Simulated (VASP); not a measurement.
Here is a VASP 6.6.1 calculation.

The input INCAR:

```
SYSTEM = IrRh2
ALGO = Fast ; EDIFF = 1E-6
EDIFFG = -0.01 ; ENCUT = 600
GGA = PE ; IBRION = 2
ISIF = 3 ; ISMEAR = 0
LASPH = .TRUE. ; LCHARG = .FALSE.
LREAL = .FALSE. ; LWAVE = .FALSE.
NELM = 100 ; NSW = 100
PREC = Accurate ; SIGMA = 0.1
```

The input KPOINTS:

```
k-points
0
G
  18 18 4
  0 0 0
```

The input POSCAR:

```
IrRh2
1.0
    2.7318740000      0.0000000000      0.0000000000
   -1.3659370000      2.3658723000      0.0000000000
    0.0000000000      0.0000000000     13.2235247000
Ir Rh
2 4
Direct
    0.3333333000      0.6666667000      0.2500000000
    0.6666667000      0.3333333000      0.7500000000
    0.3333333000      0.6666667000      0.9159650000
    0.3333333000      0.6666667000      0.5840350000
    0.6666667000      0.3333333000      0.0840350000
    0.6666667000      0.3333333000      0.4159650000
```

Potentials or basis: VASP PAW PBE potentials, release 64 (Ir, Rh_pv).

The run is started by

```console
$ cat potpaw_PBE.64/Ir/POTCAR potpaw_PBE.64/Rh_pv/POTCAR > POTCAR
$ mpirun -np 1 vasp_std > vasp.out
```

(1) What does it give for the relaxed cell?

(2) Predict the relaxed volume.

## Answers

(1) a = 2.732 Å, b = 2.732 Å, c = 13.225 Å, α = 90.00°, β = 90.00°, γ = 120.00°.

(2) 14.25 Å³/atom.
